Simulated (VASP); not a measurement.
## ZrSi3: single point with PBE

ZrSi3:

```
Zr Si
1.0
     4.04245    0.00000    0.00000
     0.00000    4.04245    0.00000
     0.00000    0.00000    4.04245
Zr Si
1 3
Direct
  0.00000 0.00000 0.00000
  0.00000 0.50000 0.50000
  0.50000 0.50000 0.00000
  0.50000 0.00000 0.50000
```

- Program: VASP 6.6.1
- Task: single point
- Functional: PBE
- Potentials or basis: VASP PAW PBE potentials, release 64 (Zr_sv, Si)
- Cutoff: 520 eV
- k mesh: 8 × 8 × 8
- Occupations: gaussian, width 0.05 eV
- Spin: no spin polarisation
- Dipole correction: no
- Further INCAR settings: ALGO = Normal; EDIFF = 1e-06; NBANDS = 20

```json
{
 "Pressure": "-4.1 GPa",
 "Band gap on the k mesh": "zero (bands 12 and 13 overlap by 2.29 eV)"
}
```

Levels at points of the mesh, in eV from the Fermi level:
```
           k point  band 8  band 9  band 10  band 11  band 12  band 13  band 14  band 15  band 16  band 17
(0.00, 0.00, 0.00)   -3.92   -3.92    -3.92    -0.20    -0.20    -0.20     0.60     1.99     1.99     1.99
(0.50, 0.00, 0.00)   -4.15   -3.80    -3.71    -0.95    -0.95    -0.07     0.23     0.39     2.52     2.52
(0.50, 0.50, 0.00)   -6.31   -2.93    -2.93    -1.01    -0.98     0.67     0.67     1.03     1.22     3.32
(0.50, 0.50, 0.50)   -6.51   -4.62    -4.62    -4.62     0.44     1.62     1.62     3.19     3.19     3.19
```

It took 61 s on 1 thread of AMD EPYC 7R13 (shared host), peak memory 0.16 GiB.

Caveat: the cell stands under tension.
